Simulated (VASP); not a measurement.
# CuCl (F-43m) in VASP: a series of runs

Runs on CuCl. Level: HSE06. Tasks: single point.

Everything below comes from runs of VASP 6.6.1. Logs are shortened: lines on timing, memory, paths and dates and some standing lists are left out, and cuts for length are marked.

## (1) The cell of the first run

The structure is cubic, space group F-43m (No. 216). The conventional cell has a = 5.358 Å, b = 5.358 Å, c = 5.358 Å, α = 90.00°, β = 90.00°, γ = 90.00°. Cu (site symmetry -43m) has 4 Cl at 2.32 Å within 3.1 Å. Cl (site symmetry -43m) has 4 Cu at 2.32 Å within 3.1 Å.

## (2) Single point, HSE06

File POSCAR:

```
CuCl
1.0
    0.0000000000      2.6787561796      2.6787561796
    2.6787561796      0.0000000000      2.6787561796
    2.6787561796      2.6787561796      0.0000000000
Cu Cl
1 1
Direct
    0.0000000000      0.0000000000      0.0000000000
    0.2500000000      0.2500000000      0.2500000000
```

File INCAR.step1:

```
PREC = Accurate
ENCUT = 520
EDIFF = 1E-5
ISMEAR = 0
SIGMA = 0.01
LREAL = F
LASPH = T
NELM = 120
ALGO = Normal
ISIF = 2
LWAVE = T
LCHARG = F
GGA = PE
NBANDS = 16
GGA_COMPAT = F
```

File INCAR.step2:

```
PREC = Accurate
ENCUT = 520
EDIFF = 1E-6
ISMEAR = 0
SIGMA = 0.01
LREAL = F
LASPH = T
NELM = 120
ALGO = Normal
ISIF = 2
LWAVE = F
LCHARG = F
GGA = PE
LHFCALC = T
HFSCREEN = 0.2079
PRECFOCK = Normal
ISTART = 1
NBANDS = 16
GGA_COMPAT = F
```

File KPOINTS:

```
regular mesh
0
Gamma
  6 6 6
```

Potentials or basis: VASP PAW PBE potentials, release 64 (Cu, Cl).

Command:

```sh
> cat potpaw_PBE.64/Cu/POTCAR potpaw_PBE.64/Cl/POTCAR > POTCAR
> cp INCAR.step1 INCAR
> mpirun -np 1 vasp_std > vasp.out
> cp INCAR.step2 INCAR
> mpirun -np 1 vasp_std > vasp.out
```

OUTCAR:

```text
PREC = Accurate
   ENCUT = 520
   EDIFF = 1E-6
   ISMEAR = 0
   LREAL = F
   LASPH = T
   NELM = 120
   ISIF = 2
   GGA = PE
   LHFCALC = T
   HFSCREEN = 0.2079
   PRECFOCK = Normal
   ISTART = 1

 ion  position               nearest neighbor table
   1  0.000  0.000  0.000-   2 2.32   2 2.32   2 2.32   2 2.32
   2  0.250  0.250  0.250-   1 2.32   1 2.32   1 2.32   1 2.32

  LATTYP: Found a face centered cubic cell.
 ALAT       =     5.3575123592

  Lattice vectors:

 A1 = (   0.0000000000,   2.6787561796,   2.6787561796)
 A2 = (   2.6787561796,   0.0000000000,   2.6787561796)
 A3 = (   2.6787561796,   2.6787561796,   0.0000000000)

Analysis of symmetry for initial positions (statically):
=====================================================================
 Subroutine PRICEL returns:
 Original cell was already a primitive cell.

 Routine SETGRP: Setting up the symmetry group for a
 face centered cubic supercell.

 Subroutine GETGRP returns: Found 24 space group operations
 (whereof 24 operations were pure point group operations)
 out of a pool of 48 trial point group operations.

The static configuration has the point symmetry T_d .

Analysis of symmetry for dynamics (positions and initial velocities):
=====================================================================
 Subroutine PRICEL returns:
 Original cell was already a primitive cell.

 Routine SETGRP: Setting up the symmetry group for a
 face centered cubic supercell.

 Subroutine GETGRP returns: Found 24 space group operations
 (whereof 24 operations were pure point group operations)
 out of a pool of 48 trial point group operations.

The dynamic configuration has the point symmetry T_d .

 Subroutine INISYM returns: Found 24 space group operations
 (whereof 24 operations are pure point group operations),
 and found     1 'primitive' translations

----------------------------------------------------------------------------------------

                                     Primitive cell

  volume of cell :      38.4441

  direct lattice vectors                    reciprocal lattice vectors
     0.000000000  2.678756180  2.678756180    -0.186653792  0.186653792  0.186653792
     2.678756180  0.000000000  2.678756180     0.186653792 -0.186653792  0.186653792
     2.678756180  2.678756180  0.000000000     0.186653792  0.186653792 -0.186653792

  length of vectors
     3.788333319  3.788333319  3.788333319     0.323293852  0.323293852  0.323293852

  position of ions in fractional coordinates (direct lattice)
     0.000000000  0.000000000  0.000000000
     0.250000000  0.250000000  0.250000000

  ion indices of the primitive-cell ions
   primitive index   ion index
                 1           1
                 2           2

----------------------------------------------------------------------------------------

 KPOINTS: regular mesh

Automatic generation of k-mesh.
 Grid dimensions read from file:
 generate k-points for:    6    6    6

 Generating k-lattice:

  Cartesian coordinates                     Fractional coordinates (reciprocal lattice)
    -0.031108965  0.031108965  0.031108965     0.166666667  0.000000000  0.000000000
     0.031108965 -0.031108965  0.031108965     0.000000000  0.166666667  0.000000000
     0.031108965  0.031108965 -0.031108965     0.000000000  0.000000000  0.166666667

  Length of vectors
     0.053882309  0.053882309  0.053882309

  Shift w.r.t. Gamma in fractional coordinates (k-lattice)
     0.000000000  0.000000000  0.000000000

 Subroutine IBZKPT returns following result:
 ===========================================

 Found     16 irreducible k-points:

 Following reciprocal coordinates:
            Coordinates               Weight
  0.000000  0.000000  0.000000      1.000000
  0.166667  0.000000  0.000000      8.000000
  0.333333  0.000000  0.000000      8.000000
  0.500000  0.000000  0.000000      4.000000
  0.166667  0.166667  0.000000      6.000000
  0.333333  0.166667  0.000000     24.000000
[... 8 lines left out ...]
 -0.333333  0.333333  0.166667     24.000000
 -0.333333  0.500000  0.166667     12.000000
   k-points           NKPTS =     16   k-points in BZ     NKDIM =    216   number of bands    NBANDS=     16
   number of dos      NEDOS =    301   number of ions     NIONS =      2
   total plane-waves  NPLWV =  21952
   dimension x,y,z NGX =    28 NGY =   28 NGZ =   28
   dimension x,y,z NGXF=    56 NGYF=   56 NGZF=   56
   ions per type =               1   1
   NGX,Y,Z   is equivalent  to a cutoff of  12.29, 12.29, 12.29 a.u.
   NGXF,Y,Z  is equivalent  to a cutoff of  24.57, 24.57, 24.57 a.u.
 SYSTEM =  unknown system
   PREC   = accura    normal or accurate (medium, high low for compatibility)
   ISTART =      1    job   : 0-new  1-cont  2-samecut
   ICHARG =      0    charge: 1-file 2-atom 10-const
   ISPIN  =      1    spin polarized calculation?
   LNONCOLLINEAR =      F non collinear calculations
   LSORBIT =      F    spin-orbit coupling
   LASPH  =      T    aspherical Exc in radial PAW
   ENCUT  =  520.0 eV  38.22 Ry    6.18 a.u.   7.04  7.04  7.04*2*pi/ulx,y,z
   NELM   =    120;   NELMIN=  2; NELMDL=  0     # of ELM steps
   EDIFF  = 0.1E-05   stopping-criterion for ELM
   LREAL  =      F    real-space projection
   EDIFFG = 0.1E-04   stopping-criterion for IOM
   NSW    =      0    number of steps for IOM
   IBRION =     -1    ionic relax: 0-MD 1-quasi-New 2-CG
   NFREE  =      0    steps in history (QN), initial steepest desc. (CG)
   ISIF   =      2    stress and relaxation
   ISYM   =      3    0-nonsym 1-usesym 2-fastsym
   POTIM  = 0.5000    time-step for ionic-motion
   TEBEG  =    0.0;   TEEND  =   0.0 temperature during run
   PSTRESS=    0.0 pullay stress
   NELECT =      18.0000    total number of electrons
   NUPDOWN=      -1.0000    fix difference up-down
   EMIN   =  10.00;   EMAX   =-10.00  energy-range for DOS
   EFERMI =   0.00;   METHOD = LEGACY
   ISMEAR =     0;   SIGMA  =   0.01  broadening in eV -4-tet -1-fermi 0-gaus
   EFERMI_NEDOS =   21; number of points for ismear=-14 and -15
   IALGO  =     38    algorithm
   IMIX   =      1    mixing-type and parameters
     AMIX     =   0.40;   BMIX     =  1.00
     AMIX_MAG =   1.60;   BMIX_MAG =  1.00
  volume/ion in A,a.u.               =      19.22       129.72
  Fermi-wavevector in a.u.,A,eV,Ry     =   1.271225  2.402267 21.987197  1.616013
  Thomas-Fermi vector in A             =   2.404170
   LORBIT       =      0    0 simple, 1 ext, 2 COOP (PROOUT), +10 PAW based schemes
   GGA     = PE    functional components
   LHFCALC =     T    Hartree Fock is set to
   PRECFOCK=normal    Normal, Fast or Accurate (Low or Medium for compatibility)
   ENCUT4O =  -1.0   cutoff for four orbital integrals eV
   NKREDX  =     1    reduce k-point grid by
   NKREDY  =     1    reduce k-point grid by
   NKREDZ  =     1    reduce k-point grid by
   AEXX    =    0.2500 exact exchange contribution
   HFSCREEN=    0.2079 screening length (either q_TF or 0.3 A-1)
   HFSCREENC=   0.2079 screening length for correlation (either q_TF or 0.3 A-1)
   ENCUTFOCK=  -1.0 apply spherical cutoff to Coloumb kernel
   IVDW    =     0    specifies the selected vdW correction
   LEPSILON=     F    determine dielectric tensor
   LRPA    =     F    only Hartree local field effects (RPA)
 non-spin polarized calculation
 Gauss-broadening in eV      SIGMA  =   0.01
  energy-cutoff  :      520.00
  volume of cell :       38.44
 maximum number of plane-waves:      1056
  NGX = 24; NGY = 24; NGZ = 24

 number of electron      18.0000000 magnetization

 Free energy of the ion-electron system (eV)
  ---------------------------------------------------
  ext. energy  EPLUGINS =         0.00000000
  ---------------------------------------------------
  free energy    TOTEN  =        -7.53423229 eV

  energy without entropy =       -7.53423229  energy(sigma->0) =       -7.53423229

 E-fermi :   3.0285     XC(G=0):  -7.8742

 val. band max:        2.9475795102   @ k =   0.0000   0.0000   0.0000
 cond. band min:       5.3190383392   @ k =   0.0000   0.0000   0.0000
 fundamental gap:      2.3714588290
 Fermi energy:         3.0284909052

 k-point     1 :       0.0000    0.0000    0.0000
  band No.  band energies     occupation
      1     -15.1955      2.00000
      2      -2.1880      2.00000
      3      -2.1880      2.00000
      4      -2.1880      2.00000
      5       1.0036      2.00000
      6       1.0036      2.00000
[... 8 lines left out ...]
     15      16.7598      0.00000
     16      17.9575      0.00000

 k-point     2 :       0.1667    0.0000    0.0000
  band No.  band energies     occupation
      1     -15.0738      2.00000
      2      -2.6114      2.00000
      3      -2.1620      2.00000
      4      -2.1620      2.00000
      5       0.9912      2.00000
      6       0.9912      2.00000
[... 8 lines left out ...]
     15      15.9374      0.00000
     16      17.8750      0.00000

 k-point     3 :       0.3333    0.0000    0.0000
  band No.  band energies     occupation
      1     -14.8154      2.00000
      2      -3.3868      2.00000
      3      -2.1178      2.00000
      4      -2.1178      2.00000
      5       1.0211      2.00000
      6       1.0211      2.00000
[... 8 lines left out ...]
     15      16.4957      0.00000
     16      16.9116      0.00000

 k-point     4 :       0.5000    0.0000    0.0000
  band No.  band energies     occupation
      1     -14.6777      2.00000
      2      -3.7521      2.00000
      3      -2.1000      2.00000
      4      -2.1000      2.00000
      5       1.0782      2.00000
      6       1.0782      2.00000
[... 8 lines left out ...]
     15      18.2348      0.00000
     16      18.2348      0.00000
[... 172 lines left out ...]
 k-point    14 :       0.5000    0.3333    0.1667
  band No.  band energies     occupation
      1     -14.6436      2.00000
      2      -3.3434      2.00000
      3      -2.4842      2.00000
      4      -2.1186      2.00000
      5       0.9010      2.00000
      6       1.0586      2.00000
[... 8 lines left out ...]
     15      18.8065      0.00000
     16      19.1409      0.00000

 k-point    15 :      -0.3333    0.3333    0.1667
  band No.  band energies     occupation
      1     -14.5521      2.00000
      2      -3.2621      2.00000
      3      -2.7742      2.00000
      4      -2.1260      2.00000
      5       0.8416      2.00000
      6       1.0127      2.00000
[... 8 lines left out ...]
     15      18.1006      0.00000
     16      19.1470      0.00000

 k-point    16 :      -0.3333    0.5000    0.1667
  band No.  band energies     occupation
      1     -14.5095      2.00000
      2      -3.4017      2.00000
      3      -2.5895      2.00000
      4      -2.1634      2.00000
      5       0.8770      2.00000
      6       0.9531      2.00000
[... 8 lines left out ...]
     15      18.9358      0.00000
     16      18.9986      0.00000

------------------------ aborting loop because EDIFF is reached ----------------------------------------

  FORCE on cell =-STRESS in cart. coord.  units (eV):
  Direction    XX          YY          ZZ          XY          YZ          ZX
  --------------------------------------------------------------------------------------
  -------------------------------------------------------------------------------------
  Total        0.5447816      0.5447816      0.5447816      0.0000000     -0.0000000      0.0000000
  in kB       22.7040567     22.7040567     22.7040567      0.0000000     -0.0000000      0.0000000
  external PRESSURE =      22.7040567 kB  Pullay stress =       0.0000000 kB

 VOLUME and BASIS-vectors are now :
 -----------------------------------------------------------------------------
  energy-cutoff  :      520.00
  volume of cell :       38.44
      direct lattice vectors                 reciprocal lattice vectors
     0.000000000  2.678756180  2.678756180    -0.186653792  0.186653792  0.186653792
     2.678756180  0.000000000  2.678756180     0.186653792 -0.186653792  0.186653792
     2.678756180  2.678756180  0.000000000     0.186653792  0.186653792 -0.186653792

 POSITION                                       TOTAL-FORCE (eV/Angst)
 -----------------------------------------------------------------------------------
      0.00000      0.00000      0.00000        -0.000000     -0.000000     -0.000000
      1.33938      1.33938      1.33938         0.000000      0.000000      0.000000
 -----------------------------------------------------------------------------------
    total drift:                               -0.000146     -0.000100     -0.000056

  FREE ENERGIE OF THE ION-ELECTRON SYSTEM (eV)
  ---------------------------------------------------
  free  energy   TOTEN  =        -7.5342322930 eV

  energy  without entropy=       -7.5342322930  energy(sigma->0) =       -7.53423229
```

It took 55 min on 1 thread of Intel Xeon Platinum 8259CL at 2.50GHz (Skylake/Cascade Lake), shared host; peak memory 0.27 GiB.

Results:

```yaml
Free_energy: -7.5342 eV
Pressure: 2.3 GPa
Band_gap_on_the_k_mesh: 2.37 eV
```

Caveat: the PAW data sets were made with another functional, which shifts forces and pressure a little.

(Continued in part 2 of 2.)
